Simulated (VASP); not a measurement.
**TaSi2: single point with PBE**

TaSi2:

```xyz
18
Lattice="-4.8057 0.0000 0.0000 -2.4029 -4.1619 0.0000 -0.7209 -1.2486 13.1947" Properties=species:S:1:pos:R:3 pbc="T T T"
Ta   -4.8057   -4.1619    1.0998
Ta   -4.8057   -4.1619    7.6971
Ta   -1.2014   -2.0809    3.2989
Ta   -1.2014   -2.0809    9.8962
Ta   -3.6043   -2.0809   12.0954
Ta   -3.6043   -2.0809    5.4980
Si   -2.4029   -2.8390    1.0998
Si   -2.4029   -2.8390    7.6971
Si   -3.5484   -3.5005    3.2989
Si   -3.5484   -3.5005    9.8962
Si   -1.1456   -0.6614   12.0954
Si   -1.1456   -0.6614    5.4980
Si   -4.8057   -1.3228    1.0998
Si   -4.8057   -1.3228    7.6971
Si   -3.6601   -0.6614    3.2989
Si   -3.6601   -0.6614    9.8962
Si   -6.0630   -3.5005   12.0954
Si   -6.0630   -3.5005    5.4980
```

This cell differs from its parent crystal: the part above a cut slid along it.

```
Program                : VASP 6.6.1
Task                   : single point
Functional             : PBE
Potentials or basis    : VASP PAW PBE potentials, release 64 (Ta_pv, Si)
Cutoff                 : 520 eV
k mesh                 : 9 × 9 × 3
Occupations            : gaussian, width 0.15 eV
Spin                   : no spin polarisation
Dipole correction      : no
Further INCAR settings : LREAL = Auto; ALGO = Fast; EDIFF = 1e-06; NBANDS = 72
```

* Pressure: 3.3 GPa
* Largest force: 5.124 eV/Å
* Band gap on the k mesh: zero (bands 57 and 58 overlap by 0.68 eV)

Forces in eV/Å, atoms in the order of the input:
```
Ta   1.598  1.988  4.444
Ta   0.002 -0.025  0.044
Ta  -0.254 -0.067  0.089
Ta  -0.069  0.254 -0.089
Ta  -0.923 -2.379 -4.444
Ta   0.022  0.011 -0.044
Si  -0.511  0.989  0.512
Si  -0.005  0.039 -0.039
Si  -0.218 -0.108  0.005
Si  -0.016  0.242 -0.005
Si  -1.112 -0.052 -0.512
Si  -0.037 -0.016  0.039
Si   0.577 -0.272 -0.370
Si   0.043 -0.019 -0.020
Si   0.179 -0.081  0.151
Si   0.159 -0.115 -0.151
Si   0.524 -0.364  0.370
Si   0.038 -0.028  0.020
```

Stress tensor (GPa, compression positive):
```
-0.08  1.64  1.15
 1.64  1.80  2.00
 1.15  2.00  8.16
```

Levels at points of the mesh, in eV from the Fermi level:
| k point | band 54 | band 55 | band 56 | band 57 | band 58 | band 59 | band 60 | band 61 |
| --- | --- | --- | --- | --- | --- | --- | --- | --- |
| (0.00, 0.00, 0.00) | -1.67 | -1.58 | -0.75 | -0.48 | -0.15 | 0.51 | 1.09 | 1.58 |

Run time: 63 min on 1 thread of Oxide Virtual Turin-like Processor (shared host), peak memory 0.85 GiB.

Caveat: the cell differs from its parent crystal (the part above a cut slid along it); the stress differs along the axes, from -0 to 8 GPa; spin-orbit coupling is left out, which moves the levels of the heavy elements; forces of over 1 eV/Å act on the atoms, so gaps and moduli don't describe the material at rest.
